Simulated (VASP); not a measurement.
The system is Sb.

```
Sb
1.0
     3.05866    0.00000    0.00000
     0.00000    4.25877    0.00000
    -0.03812    0.00000    4.31591
Sb
2
Direct
  0.01139 0.25000 0.24117
  0.98861 0.75000 0.75883
```

Base run:

```yaml
Program: VASP 6.6.1
Functional: PBEsol
Potentials_or_basis: VASP PAW PBE potentials, release 64 (Sb)
Cutoff: 520 eV
k_mesh: 9 × 6 × 6
Occupations: fermi-dirac, width 0.05 eV
Spin: no spin polarisation
```

Its results: band gap on the k mesh zero (bands 5 and 6 overlap by 8.93 eV); pressure 1.6 GPa; largest force 0.153 eV/Å.

**Question.** The run is repeated on the same cell with these changes: functional from PBEsol to LDA; potentials or basis from VASP PAW PBE potentials, release 64 (Sb) to VASP PAW LDA potentials, release 64 (Sb). What comes out?

**Answer.** Band gap on the k mesh zero (bands 5 and 6 overlap by 8.85 eV); pressure 0.4 GPa; largest force 0.130 eV/Å.

Caveats: spin-orbit coupling is left out, which moves the levels of the heavy elements; the PAW data sets were made with another functional, which shifts forces and pressure a little (at least some runs).
